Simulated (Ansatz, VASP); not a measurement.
**Ti: VASP beside Ansatz**

```
Ti
1.0
     2.89029    0.00000    0.00000
    -1.44514    2.50306    0.00000
     0.00000    0.00000    4.59115
Ti
2
Direct
  0.33333 0.66667 0.25000
  0.66667 0.33333 0.75000
```

Change from the starting cell: volume scaled by 0.9405.

Alike in both runs: task single point; functional PBEsol; k mesh 13 × 13 × 7; occupations fermi-dirac, width 0.08 eV; no spin polarisation.

|  | VASP | Ansatz |
| --- | --- | --- |
| version | VASP 6.6.1 | Ansatz 0.2.0 |
| potentials or method | VASP PAW PBE potentials, release 64 (Ti_sv), cutoff 520 eV | all-electron LAPW, scalar-relativistic |

|  | VASP | Ansatz | Ansatz less VASP |
| --- | --- | --- | --- |
| pressure (GPa) | 0.6 | 0.9 | +0.30 |
| traceless stress, the component that is largest in VASP (GPa) | -0.19 | -0.20 | -0.009 |

VASP's potentials were made for PBE, not for PBEsol. Ansatz ran all-electron here, and VASP with PAW potentials.
